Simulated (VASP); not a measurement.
# Rb2Sb (Pn-3m) in VASP: a series of runs

Rb2Sb is run at these levels: PBE; tasks: relaxation of cell and atoms, single point.

All numbers are computed with VASP 6.6.1; they aren't measurements. Logs are shortened: lines on timing, memory, paths and dates and some standing lists are left out, and cuts for length are marked.

## (1) The cell of the first run

It takes space group Pn-3m (No. 224, cubic). Conventional cell: a = 7.984 Å, b = 7.984 Å, c = 7.984 Å, α = 90.00°, β = 90.00°, γ = 90.00°. Rb (site symmetry -3m) has 2 Sb at 3.46 Å within 4.5 Å. Within 4.5 Å of Sb (site symmetry -43m) lie 4 Rb at 3.46 Å.

## (2) Relaxation of cell and atoms, PBE

Contents of INCAR:

```
PREC = Accurate ; ENCUT = 600
EDIFF = 1E-6 ; ISMEAR = 0
SIGMA = 0.1 ; LREAL = False
LASPH = True ; NELM = 100
ALGO = Fast ; ISIF = 3
LWAVE = False ; LCHARG = False
GGA = PE ; IBRION = 2
NSW = 100 ; EDIFFG = -0.01
```

Contents of KPOINTS:

```
regular mesh
0
Gamma
  6 6 6
```

Contents of POSCAR:

```
Rb2Sb
1.0
    7.9842994910      0.0000000000      0.0000000000
    0.0000000000      7.9842994910      0.0000000000
    0.0000000000      0.0000000000      7.9842994910
Rb Sb
4 2
Direct
    0.2500000000      0.2500000000      0.2500000000
    0.2500000000      0.7500000000      0.7500000000
    0.7500000000      0.7500000000      0.2500000000
    0.7500000000      0.2500000000      0.7500000000
    0.0000000000      0.0000000000      0.0000000000
    0.5000000000      0.5000000000      0.5000000000
```

Potentials or basis: VASP PAW PBE potentials, release 64 (Rb_sv, Sb).

The run is started by

```bash
$ cat potpaw_PBE.64/Rb_sv/POTCAR potpaw_PBE.64/Sb/POTCAR > POTCAR
$ mpirun -np 1 vasp_std > vasp.out
```

OUTCAR:

```text
PREC = Accurate
   ENCUT = 600
   EDIFF = 1E-6
   ISMEAR = 0
   LREAL = False
   LASPH = True
   NELM = 100
   ISIF = 3
   GGA = PE
   IBRION = 2
   NSW = 100
   EDIFFG = -0.01

 ion  position               nearest neighbor table
   1  0.250  0.250  0.250-   5 3.46   6 3.46   4 5.65   2 5.65   3 5.65   2 5.65   4 5.65   2 5.65
                             3 5.65   2 5.65   3 5.65   4 5.65   4 5.65   3 5.65
   2  0.250  0.750  0.750-   5 3.46   6 3.46   4 5.65   1 5.65   3 5.65   1 5.65   3 5.65   1 5.65
                             4 5.65   1 5.65   3 5.65   4 5.65   3 5.65   4 5.65
   3  0.750  0.750  0.250-   5 3.46   6 3.46   4 5.65   1 5.65   2 5.65   2 5.65   4 5.65   1 5.65
                             4 5.65   4 5.65   1 5.65   2 5.65   2 5.65   1 5.65
   4  0.750  0.250  0.750-   5 3.46   6 3.46   3 5.65   1 5.65   2 5.65   1 5.65   3 5.65   2 5.65
                             3 5.65   3 5.65   1 5.65   2 5.65   1 5.65   2 5.65
   5  0.000  0.000  0.000-   1 3.46   2 3.46   3 3.46   4 3.46
   6  0.500  0.500  0.500-   1 3.46   2 3.46   3 3.46   4 3.46

  LATTYP: Found a simple cubic cell.
 ALAT       =     7.9842994910

  Lattice vectors:

 A1 = (   7.9842994910,   0.0000000000,   0.0000000000)
 A2 = (   0.0000000000,   7.9842994910,   0.0000000000)
 A3 = (   0.0000000000,   0.0000000000,   7.9842994910)

Analysis of symmetry for initial positions (statically):
=====================================================================
 Subroutine PRICEL returns:
 Original cell was already a primitive cell.

 Routine SETGRP: Setting up the symmetry group for a
 simple cubic supercell.

 Subroutine GETGRP returns: Found 48 space group operations
 (whereof 24 operations were pure point group operations)
 out of a pool of 48 trial point group operations.

The static configuration has the point symmetry T_d .
 The point group associated with its full space group is O_h .

Analysis of symmetry for dynamics (positions and initial velocities):
=====================================================================
 Subroutine PRICEL returns:
 Original cell was already a primitive cell.

 Routine SETGRP: Setting up the symmetry group for a
 simple cubic supercell.

 Subroutine GETGRP returns: Found 48 space group operations
 (whereof 24 operations were pure point group operations)
 out of a pool of 48 trial point group operations.

The dynamic configuration has the point symmetry T_d .
 The point group associated with its full space group is O_h .

 Subroutine INISYM returns: Found 48 space group operations
 (whereof 24 operations are pure point group operations),
 and found     1 'primitive' translations

----------------------------------------------------------------------------------------
[... 91 lines left out ...]
   LNONCOLLINEAR =      F non collinear calculations
   LSORBIT =      F    spin-orbit coupling
   LASPH  =      T    aspherical Exc in radial PAW
   ENCUT  =  600.0 eV  44.10 Ry    6.64 a.u.  15.95 15.95 15.95*2*pi/ulx,y,z
   NELM   =    100;   NELMIN=  2; NELMDL= -5     # of ELM steps
   EDIFF  = 0.1E-05   stopping-criterion for ELM
   LREAL  =      F    real-space projection
   EDIFFG = -.1E-01   stopping-criterion for IOM
   NSW    =    100    number of steps for IOM
   IBRION =      2    ionic relax: 0-MD 1-quasi-New 2-CG
   NFREE  =      1    steps in history (QN), initial steepest desc. (CG)
   ISIF   =      3    stress and relaxation
   ISYM   =      2    0-nonsym 1-usesym 2-fastsym
   POTIM  = 0.5000    time-step for ionic-motion
   TEBEG  =    0.0;   TEEND  =   0.0 temperature during run
   PSTRESS=    0.0 pullay stress
   NELECT =      46.0000    total number of electrons
   NUPDOWN=      -1.0000    fix difference up-down
   EMIN   =  10.00;   EMAX   =-10.00  energy-range for DOS
   EFERMI =   0.00;   METHOD = LEGACY
   ISMEAR =     0;   SIGMA  =   0.10  broadening in eV -4-tet -1-fermi 0-gaus
   EFERMI_NEDOS =   21; number of points for ismear=-14 and -15
   IALGO  =     68    algorithm
   IMIX   =      4    mixing-type and parameters
     AMIX     =   0.40;   BMIX     =  1.00
     AMIX_MAG =   1.60;   BMIX_MAG =  1.00
  volume/ion in A,a.u.               =      84.83       572.47
  Fermi-wavevector in a.u.,A,eV,Ry     =   0.734667  1.388320  7.343552  0.539736
  Thomas-Fermi vector in A             =   1.827676
   LORBIT       =      0    0 simple, 1 ext, 2 COOP (PROOUT), +10 PAW based schemes
   GGA     = PE    functional components
   LHFCALC =     F    Hartree Fock is set to
   AEXX    =    0.0000 exact exchange contribution
   IVDW    =     0    specifies the selected vdW correction
   LEPSILON=     F    determine dielectric tensor
   LRPA    =     F    only Hartree local field effects (RPA)
 conjugate gradient relaxation of ions
 non-spin polarized calculation
 RMM-DIIS sequential band-by-band and
 Gauss-broadening in eV      SIGMA  =   0.10
  energy-cutoff  :      600.00
  volume of cell :      508.99
 maximum number of plane-waves:     17071
 NGX is ok and might be reduce to    64
   NGX = 31   NGY = 31   NGZ = 31

--------------------------------------- Ionic step        1  -------------------------------------------

 number of electron      46.0000002 magnetization

 Free energy of the ion-electron system (eV)
  ---------------------------------------------------
  ext. energy  EPLUGINS =         0.00000000
  ---------------------------------------------------
  free energy    TOTEN  =       -11.64156296 eV

  energy without entropy =      -11.54909587  energy(sigma->0) =      -11.59532942

------------------------ aborting loop because EDIFF is reached ----------------------------------------

  FORCE on cell =-STRESS in cart. coord.  units (eV):
  Direction    XX          YY          ZZ          XY          YZ          ZX
  --------------------------------------------------------------------------------------
  -------------------------------------------------------------------------------------
  Total        0.4357271      0.4357271      0.4357271     -0.0000000      0.0000000     -0.0000000
  in kB        1.3715595      1.3715595      1.3715595     -0.0000000      0.0000000     -0.0000000
  external PRESSURE =       1.3715595 kB  Pullay stress =       0.0000000 kB
[... 67 lines left out ...]
--------------------------------------- Ionic step        3  -------------------------------------------

 number of electron      46.0000001 magnetization

 Free energy of the ion-electron system (eV)
  ---------------------------------------------------
  ext. energy  EPLUGINS =         0.00000000
  ---------------------------------------------------
  free energy    TOTEN  =       -11.64706499 eV

  energy without entropy =      -11.55222955  energy(sigma->0) =      -11.59964727

 E-fermi :  -0.6275     XC(G=0):  -5.1016

 val. band max:       -0.6389059322   @ k =   0.3333   0.0000   0.0000
 cond. band min:      -0.6252760853   @ k =   0.5000   0.3333   0.1667
 fundamental gap:      0.0136298470
 Fermi energy:        -0.6274549872

 k-point     1 :       0.0000    0.0000    0.0000
  band No.  band energies     occupation
      1     -28.3776      2.00000
      2     -28.3765      2.00000
      3     -28.3765      2.00000
      4     -28.3765      2.00000
      5     -12.5568      2.00000
      6     -12.5568      2.00000
[... 622 lines left out ...]
  FREE ENERGIE OF THE ION-ELECTRON SYSTEM (eV)
  ---------------------------------------------------
  free  energy   TOTEN  =       -11.6470649878 eV

  energy  without entropy=      -11.5522295516  energy(sigma->0) =      -11.59964727

 reached required accuracy - stopping structural energy minimisation
```

Run time: 35 min. Hardware: 1 thread of Intel Xeon 8259CL, shared host; peak memory 0.81 GiB.

Results:

```
Free energy                           : -11.6471 eV
Relaxed volume                        : 86.99 Å³/atom
Relaxed cell                          : a = 8.051 Å, b = 8.051 Å, c = 8.051 Å, α = 90.00°, β = 90.00°, γ = 90.00°
Space group after relaxing (to 0.1 Å) : Pn-3m (No. 224)
Energy gained by relaxing             : 0.9 meV/atom
Ionic steps                           : 3
Pressure after relaxing               : 0.0 GPa
Band gap on the k mesh                : zero (bands 23 and 24 overlap by 0.28 eV)
```

The path:
| step | energy change (eV) | largest force (eV/Å) | pressure (GPa) | volume (Å³) |
| --- | --- | --- | --- | --- |
| 1 | 0.0000 | 0.0000 | 0.14 | 508.99 |
| 2 | -0.0036 | 0.0000 | 0.08 | 514.36 |
| 3 | -0.0055 | 0.0000 | 0.00 | 521.92 |

Final structure:
```
Rb Sb
1.0
     8.05134    0.00000    0.00000
     0.00000    8.05134    0.00000
     0.00000    0.00000    8.05134
Rb Sb
4 2
Direct
  0.25000 0.25000 0.25000
  0.25000 0.75000 0.75000
  0.75000 0.75000 0.25000
  0.75000 0.25000 0.75000
  0.00000 0.00000 0.00000
  0.50000 0.50000 0.50000
```

Caveat: spin-orbit coupling is left out, which moves the levels of the heavy elements.

## (3) Single point, PBE

This run uses another cell than the first one, of 41.40 Å³/atom.

Contents of INCAR:

```
SYSTEM = Rb2Sb
ALGO = Normal
EDIFF = 1E-7
ENCUT = 520
GGA = PE
ISIF = 2
ISMEAR = 0
LASPH = .True.
LCHARG = .False.
LREAL = .False.
LWAVE = .False.
NBANDS = 32
NELM = 60
PREC = Accurate
SIGMA = 0.1
```

Contents of KPOINTS:

```
k-points
0
Gamma
  4 4 4
  0 0 0
```

Changes to POSCAR since step 2:

```diff
@@ -2,5 +2,5 @@
 1.0
-    7.9842994910      0.0000000000      0.0000000000
-    0.0000000000      7.9842994910      0.0000000000
-    0.0000000000      0.0000000000      7.9842994910
+    6.2861508111      0.0000000000      0.0000000000
+    0.0000000000      6.2861508111      0.0000000000
+    0.0000000000      0.0000000000      6.2861508111
 Rb Sb
```

Potentials or basis: VASP PAW PBE potentials, release 64 (Rb_sv, Sb).

The run is started by

```bash
$ cat potpaw_PBE.64/Rb_sv/POTCAR potpaw_PBE.64/Sb/POTCAR > POTCAR
$ mpirun -np 1 vasp_std > vasp.out
```

It took 42 s on 1 thread of AMD EPYC 9R45 (Zen 5), shared host; peak memory 0.31 GiB.

It converged, with:

- Free energy: -3.9784 eV
- Pressure: 16.9 GPa
- Band gap on the k mesh: zero (bands 23 and 24 overlap by 1.55 eV)

Levels at points of the mesh, in eV from the Fermi level:
| k point | band 20 | band 21 | band 22 | band 23 | band 24 | band 25 |
| --- | --- | --- | --- | --- | --- | --- |
| (0.00, 0.00, 0.00) | -1.99 | -1.99 | -0.20 | 0.95 | 0.95 | 0.95 |
| (0.50, 0.00, 0.00) | -1.09 | -0.86 | -0.86 | -0.60 | -0.60 | 1.43 |
| (0.50, 0.50, 0.00) | -1.73 | -0.58 | -0.58 | 0.08 | 0.08 | 1.83 |
| (0.50, 0.50, 0.50) | -1.70 | -1.70 | -0.05 | -0.05 | -0.05 | 1.90 |

Caveat: the cell stands under pressure; spin-orbit coupling is left out, which moves the levels of the heavy elements.
